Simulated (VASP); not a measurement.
Set up this calculation in VASP 6.6.1, as the native input.

| Item | Value |
| --- | --- |
| Task | single point |
| Functional | PBE |
| Potentials or basis | VASP PAW PBE potentials, release 64 (Ag) |
| Cutoff | 520 eV |
| k mesh | 9 × 9 × 9 |
| Occupations | gaussian, width 0.05 eV |
| Spin | no spin polarisation |
| Dipole correction | no |
| Further INCAR settings | ALGO = Normal; EDIFF = 1e-06; NBANDS = 12 |

The structure of Ag lies in POSCAR:

```
Ag
1.0
    2.5456512290      0.0000000000      0.0000000000
    0.0000000000      2.5456512290      0.0000000000
    0.0000000000      0.0000000000      2.5456512290
Ag
1
Direct
    0.0000000000      0.0000000000      0.0000000000
```

One way to write it, as run:

INCAR

```
PREC = Accurate
ENCUT = 520
EDIFF = 1E-6
ISMEAR = 0
SIGMA = 0.05
LREAL = F
LASPH = T
NELM = 100
ALGO = Normal
ISIF = 2
LWAVE = F
LCHARG = F
GGA = PE
NBANDS = 12
```

KPOINTS

```
Automatic mesh
0
Gamma
  9 9 9
```

Potentials or basis: VASP PAW PBE potentials, release 64 (Ag).

Launch:

```sh
$ cat potpaw_PBE.64/Ag/POTCAR > POTCAR
$ mpirun -np 1 vasp_std > vasp.out
```

It gave:

| Quantity | Value |
| --- | --- |
| Pressure | 29.5 GPa |

Run time: 4.9 s on 1 thread of Intel(R) Xeon(R) Platinum 8488C (Sapphire Rapids) (shared host), peak memory 0.12 GiB.
